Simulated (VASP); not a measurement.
Se, 1 atom in the cell. The structure is cubic, space group Pm-3m (No. 221). Conventional cell: a = 2.814 Å, b = 2.814 Å, c = 2.814 Å, α = 90.00°, β = 90.00°, γ = 90.00°. Within 3.7 Å of Se (site symmetry m-3m) lie 6 Se at 2.81 Å. This isn't the form of Se at room conditions, which is trigonal, of chains.

* Program: VASP 6.6.1
* Task: single point
* Functional: r2SCAN
* Potentials or basis: VASP PAW PBE potentials, release 64 (Se)
* Cutoff: 520 eV
* k mesh: 13 × 13 × 13
* Occupations: fermi-dirac, width 0.1 eV
* Spin: no spin polarisation
* Dipole correction: no
* Further INCAR settings: ALGO = Normal; EDIFF = 1e-06; NBANDS = 9

Potentials or basis: VASP PAW PBE potentials, release 64 (Se).

The run is started by

```bash
$ cat potpaw_PBE.64/Se/POTCAR > POTCAR
$ cp INCAR.step1 INCAR
$ mpirun -np 1 vasp_std > vasp.out
$ cp INCAR.step2 INCAR
$ mpirun -np 1 vasp_std > vasp.out
```

Hardware: 1 thread of Intel Xeon 8259CL, on a shared host.

Task: How long does it take, and how much memory?

Result: Wall time 39 s on 1 thread of Intel Xeon 8259CL (shared host), peak memory 0.15 GiB. Counts: k points 84.
